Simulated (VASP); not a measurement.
A run of VASP 6.6.1:

Contents of INCAR:

```
PREC = Accurate
ENCUT = 520
EDIFF = 1E-6
ISMEAR = -1
SIGMA = 0.1
LREAL = False
LASPH = True
NELM = 60
ALGO = Normal
ISIF = 2
LWAVE = False
LCHARG = False
GGA = RE
NBANDS = 10
```

KPOINTS

```
regular mesh
0
Gamma
  11 11 16
```

File POSCAR:

```
Be
1.0
    3.4448686777      0.0000000000      0.0000000000
   -1.7224343388      2.9833437876      0.0000000000
    0.0000000000      0.0000000000      2.1207143287
Be
3
Direct
    0.0000000000      0.0000000000      0.0000000000
    0.3333333333      0.6666666667      0.5000000000
    0.6666666667      0.3333333333      0.5000000000
```

Potentials or basis: VASP PAW PBE potentials, release 64 (Be).

The run is started by

```bash
$ cat potpaw_PBE.64/Be/POTCAR > POTCAR
$ mpirun -np 1 vasp_std > vasp.out
```

Hardware: 1 thread of Intel Xeon 8259CL (shared host).

Q: Estimate the wall time of this run.

A: Run time: 22 s on 1 thread of Intel Xeon 8259CL, on a shared host, peak memory 0.15 GiB. Counts: scf iterations 11, k points 144.
